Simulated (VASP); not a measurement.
# Co (Fd-3m) in VASP: further runs

Co is run at these levels: PBE; tasks: single point.

All numbers are computed with VASP 6.6.1; they aren't measurements. Logs are shortened: lines on timing, memory, paths and dates and some standing lists are left out, and cuts for length are marked.

## Step 1: The cell of the first run

Symmetry: Fd-3m, No. 227, cubic system. Conventional cell: a = 3.920 Å, b = 3.920 Å, c = 3.920 Å, α = 90.00°, β = 90.00°, γ = 90.00°. Co (site symmetry -43m) has 4 Co at 1.70 Å within 2.3 Å.

## Step 2: Single point, PBE, collinear spin, ferromagnetic start (volume scaled by 0.5)

INCAR reads:

```
ALGO = Normal
EDIFF = 1E-7
ENCUT = 520
GGA = PE
ISIF = 2
ISMEAR = -1
ISPIN = 2
LASPH = True
LCHARG = True
LELF = True
LMAXMIX = 4
LORBIT = 11
LREAL = False
LVHAR = True
LWAVE = False
MAGMOM = 1.7 1.7
NBANDS = 20
NELM = 150
PREC = Accurate
SIGMA = 0.05
```

KPOINTS reads:

```
k-points
0
Gamma
  15 15 15
```

POSCAR reads:

```
Co
1.0
    0.0000000000      1.9599928825      1.9599928825
    1.9599928825      0.0000000000      1.9599928825
    1.9599928825      1.9599928825      0.0000000000
Co
2
Direct
   -0.1250000000     -0.1250000000     -0.1250000000
    0.1250000000      0.1250000000      0.1250000000
```

Potentials or basis: VASP PAW PBE potentials, release 64 (Co).

On the command line:

```bash
> cat potpaw_PBE.64/Co/POTCAR > POTCAR
> mpirun -np 1 vasp_std > vasp.out
```

OUTCAR:

```text
EDIFF = 1E-7
   ENCUT = 520
   GGA = PE
   ISIF = 2
   ISMEAR = -1
   ISPIN = 2
   LASPH = True
   LORBIT = 11
   LREAL = False
   NELM = 150
   PREC = Accurate

 ion  position               nearest neighbor table
   1  0.875  0.875  0.875-   2 1.70   2 1.70   2 1.70   2 1.70
   2  0.125  0.125  0.125-   1 1.70   1 1.70   1 1.70   1 1.70

  LATTYP: Found a face centered cubic cell.
 ALAT       =     3.9199857650

  Lattice vectors:

 A1 = (   0.0000000000,   1.9599928825,   1.9599928825)
 A2 = (   1.9599928825,   0.0000000000,   1.9599928825)
 A3 = (   1.9599928825,   1.9599928825,   0.0000000000)

Analysis of symmetry for initial positions (statically):
=====================================================================
 Subroutine PRICEL returns:
 Original cell was already a primitive cell.

 Routine SETGRP: Setting up the symmetry group for a
 face centered cubic supercell.

 Subroutine GETGRP returns: Found 48 space group operations
 (whereof 12 operations were pure point group operations)
 out of a pool of 48 trial point group operations.

The static configuration has the point symmetry D_3d.
 The point group associated with its full space group is O_h .

Analysis of symmetry for dynamics (positions and initial velocities):
=====================================================================
 Subroutine PRICEL returns:
 Original cell was already a primitive cell.

 Routine SETGRP: Setting up the symmetry group for a
 face centered cubic supercell.

 Subroutine GETGRP returns: Found 48 space group operations
 (whereof 12 operations were pure point group operations)
 out of a pool of 48 trial point group operations.

The dynamic configuration has the point symmetry D_3d.
 The point group associated with its full space group is O_h .

Analysis of structural, dynamic, and magnetic symmetry:
=====================================================================
 Subroutine PRICEL returns:
 Original cell was already a primitive cell.

 Routine SETGRP: Setting up the symmetry group for a
 face centered cubic supercell.

 Subroutine GETGRP returns: Found 48 space group operations
 (whereof 12 operations were pure point group operations)
 out of a pool of 48 trial point group operations.

The overall configuration has the point symmetry D_3d.
 The point group associated with its full space group is O_h .

 Subroutine INISYM returns: Found 48 space group operations
[... 117 lines left out ...]
     AMIX_MAG =   1.60;   BMIX_MAG =  1.00
  volume/ion in A,a.u.               =       7.53        50.81
  Fermi-wavevector in a.u.,A,eV,Ry     =   1.737405  3.283220 41.070242  3.018578
  Thomas-Fermi vector in A             =   2.810635
   LORBIT       =     11    0 simple, 1 ext, 2 COOP (PROOUT), +10 PAW based schemes
   GGA     = PE    functional components
   LHFCALC =     F    Hartree Fock is set to
   AEXX    =    0.0000 exact exchange contribution
   IVDW    =     0    specifies the selected vdW correction
   LEPSILON=     F    determine dielectric tensor
   LRPA    =     F    only Hartree local field effects (RPA)
 spin polarized calculation
  energy-cutoff  :      520.00
  volume of cell :       15.06
 maximum number of plane-waves:       419
 NGX is ok and might be reduce to    24
   NGX = 11   NGY = 11   NGZ = 11

 number of electron      18.0000006 magnetization       0.0014810

 number of electron      18.0000006 magnetization      -0.0000046

 Free energy of the ion-electron system (eV)
  ---------------------------------------------------
  ext. energy  EPLUGINS =         0.00000000
  ---------------------------------------------------
  free energy    TOTEN  =        -2.24176558 eV

  energy without entropy =       -2.22772495  energy(sigma->0) =       -2.23474527

 E-fermi :  17.7311     XC(G=0): -15.3635

 val. band max:       17.7170115104   @ k =  -0.3333   0.2000   0.0667
 cond. band min:      17.7319724227   @ k =   0.4667   0.1333   0.0667
 fundamental gap:      0.0149609123
 Fermi energy:        17.7310606280

 spin component 1

 k-point     1 :       0.0000    0.0000    0.0000
  band No.  band energies     occupation
      1       6.3857      1.00000
      2      10.2104      1.00000
      3      10.2104      1.00000
      4      11.6124      1.00000
      5      11.6124      1.00000
      6      11.6124      1.00000
[... 541 lines left out ...]
     19      45.1259      0.00000
     20      48.4068      0.00000

 [... further k-points ...]

 spin component 2

 k-point     1 :       0.0000    0.0000    0.0000
  band No.  band energies     occupation
      1       6.3857      1.00000
      2      10.2104      1.00000
      3      10.2104      1.00000
      4      11.6124      1.00000
      5      11.6124      1.00000
      6      11.6124      1.00000
[... 541 lines left out ...]
     19      45.1259      0.00000
     20      48.4068      0.00000

 [... further k-points ...]

------------------------ aborting loop because EDIFF is reached ----------------------------------------

  FORCE on cell =-STRESS in cart. coord.  units (eV):
  Direction    XX          YY          ZZ          XY          YZ          ZX
  --------------------------------------------------------------------------------------
  -------------------------------------------------------------------------------------
  Total       33.5390696     33.5390696     33.5390696     -0.0000000     -0.0000000      0.0000000
  in kB     3568.3555047   3568.3555047   3568.3555047     -0.0000000     -0.0000000      0.0000000
  external PRESSURE =    3568.3555047 kB  Pullay stress =       0.0000000 kB

 VOLUME and BASIS-vectors are now :
 -----------------------------------------------------------------------------
  energy-cutoff  :      520.00
  volume of cell :       15.06
      direct lattice vectors                 reciprocal lattice vectors
     0.000000000  1.959992882  1.959992882    -0.255102967  0.255102967  0.255102967
     1.959992882  0.000000000  1.959992882     0.255102967 -0.255102967  0.255102967
     1.959992882  1.959992882  0.000000000     0.255102967  0.255102967 -0.255102967

 POSITION                                       TOTAL-FORCE (eV/Angst)
 -----------------------------------------------------------------------------------
      3.42999      3.42999      3.42999         0.000000      0.000000      0.000000
      0.49000      0.49000      0.49000        -0.000000     -0.000000     -0.000000
 -----------------------------------------------------------------------------------
    total drift:                                0.000000      0.000000      0.000000

  FREE ENERGIE OF THE ION-ELECTRON SYSTEM (eV)
  ---------------------------------------------------
  free  energy   TOTEN  =        -2.2417655793 eV

  energy  without entropy=       -2.2277249536  energy(sigma->0) =       -2.23474527

 total charge

# of ion       s       p       d       tot
------------------------------------------
    1        0.822   0.954   8.222   9.997
    2        0.822   0.954   8.222   9.997
--------------------------------------------------
tot          1.644   1.907  16.444  19.995

 magnetization (x)

# of ion       s       p       d       tot
------------------------------------------
    1       -0.000   0.000  -0.000  -0.000
    2       -0.000   0.000  -0.000  -0.000
--------------------------------------------------
tot         -0.000   0.000  -0.000  -0.000
```

Wall time 95 s (1 thread of AMD EPYC 7R13 (Zen 3), shared host); peak memory 0.16 GiB.

Results:

```
Free energy            : -2.2418 eV
Pressure               : 356.8 GPa
Band gap on the k mesh : zero (filled and empty bands overlap)
Net moment             : 0.00 μB per cell
```

Levels at points of the mesh, in eV from the Fermi level:
Spin up:
| k point | band 6 | band 7 | band 8 | band 9 | band 10 | band 11 | band 12 | band 13 |
| --- | --- | --- | --- | --- | --- | --- | --- | --- |
| (0.00, 0.00, 0.00) | -6.12 | -2.60 | -2.60 | -2.60 | 1.07 | 1.07 | 19.41 | 19.41 |
Spin down:
```tsv
k point	band 5	band 6	band 7	band 8	band 9	band 10	band 11	band 12	band 13	band 14
(0.00, 0.00, 0.00)	-6.12	-6.12	-2.60	-2.60	-2.60	1.07	1.07	19.41	19.41	19.41
```

Caveat: the starting moments collapsed, and a magnetic state may lie lower.

## Step 3: Single point, PBE, collinear spin, ferromagnetic start (volume scaled by 0.58)

INCAR reads:

```
SYSTEM = Co
ALGO = Normal ; EDIFF = 1E-7
ENCUT = 520 ; GGA = PE
ISIF = 2 ; ISMEAR = -1
ISPIN = 2 ; LASPH = .TRUE.
LCHARG = .FALSE. ; LMAXMIX = 4
LORBIT = 11 ; LREAL = .FALSE.
LWAVE = .FALSE. ; MAGMOM = 1.7 1.7
NBANDS = 20 ; NELM = 150
PREC = Accurate ; SIGMA = 0.05
```

KPOINTS reads:

```
k-points
0
G
  15 15 15
  0 0 0
```

POSCAR reads:

```
Co
1.0
    0.0000000000      2.0593989676      2.0593989676
    2.0593989676      0.0000000000      2.0593989676
    2.0593989676      2.0593989676      0.0000000000
Co
2
Direct
   -0.1250000000     -0.1250000000     -0.1250000000
    0.1250000000      0.1250000000      0.1250000000
```

Potentials or basis: VASP PAW PBE potentials, release 64 (Co).

On the command line:

```bash
> cat potpaw_PBE.64/Co/POTCAR > POTCAR
> mpirun -np 1 vasp_std > vasp.out
```

Wall time 84 s (1 thread of AMD EPYC 7R13 (Zen 3), shared host); peak memory 0.16 GiB.

It converged, with:

```
Free energy            : -6.3997 eV
Pressure               : 209.2 GPa
Band gap on the k mesh : zero (filled and empty bands overlap)
Net moment             : 0.00 μB per cell
```

Levels at points of the mesh, in eV from the Fermi level:
Spin up:
```csv
k point,band 7,band 8,band 9,band 10,band 11,band 12
"(0.00, 0.00, 0.00)",-2.13,-2.13,-2.13,0.79,0.79,18.29
```
Spin down:
```tsv
k point	band 5	band 6	band 7	band 8	band 9	band 10	band 11	band 12	band 13	band 14
(0.00, 0.00, 0.00)	-5.28	-5.28	-2.13	-2.13	-2.13	0.79	0.79	18.29	18.29	18.29
```

Caveat: the starting moments collapsed, and a magnetic state may lie lower.
